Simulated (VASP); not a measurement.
Set up this calculation in VASP 6.6.1, as the native input.

```yaml
Task: single point
Functional: PBE
Potentials_or_basis: VASP PAW PBE potentials, release 64 (Zn, S)
Cutoff: 520 eV
k_mesh: 10 × 10 × 10
Occupations: gaussian, width 0.05 eV
Spin: no spin polarisation
Dipole_correction: no
Further_INCAR_settings: ALGO = Normal; EDIFF = 1e-06; NBANDS = 16
```

The structure of ZnS lies in POSCAR:

```
ZnS
1.0
    0.0000000000      2.7046500000      2.7046500000
    2.7046500000      0.0000000000      2.7046500000
    2.7046500000      2.7046500000      0.0000000000
Zn S
1 1
Direct
    0.0415950308      0.0415950308     -0.1004192874
    0.7500000000      0.7500000000      0.7500000000
```

This cell differs from its parent crystal: atom 1 (Zn) moved by (-0.225, +0.225) A along [1 1 0] and z.

These files were run (other wordings do the same):

INCAR

```
SYSTEM = ZnS
PREC = Accurate ; ENCUT = 520
EDIFF = 1E-6 ; ISMEAR = 0
SIGMA = 0.05 ; LREAL = .False.
LASPH = .True. ; NELM = 60
ALGO = Normal ; ISIF = 2
LWAVE = .False. ; LCHARG = .True.
GGA = PE ; LELF = .True.
LVHAR = .True. ; NBANDS = 16
```

KPOINTS

```
regular mesh
0
Gamma
  10 10 10
  0 0 0
```

Potentials or basis: VASP PAW PBE potentials, release 64 (Zn, S).

Run with:

```sh
$ cat potpaw_PBE.64/Zn/POTCAR potpaw_PBE.64/S/POTCAR > POTCAR
$ mpirun -np 1 vasp_std > vasp.out
```

Results of the run:

The pressure is 3.7 GPa. The largest force is 0.975 eV/Å and the band gap on the k mesh is 2.07 eV.

Caveat: the cell differs from its parent crystal (atom 1 (Zn) moved by (-0.225, +0.225) A along [1 1 0] and z); the cell stands under pressure.

It took 2.4 min on 1 thread of Intel(R) Xeon(R) Platinum 8375C CPU @ 2.90GHz (Ice Lake), with other jobs on the host, peak memory 0.29 GiB.
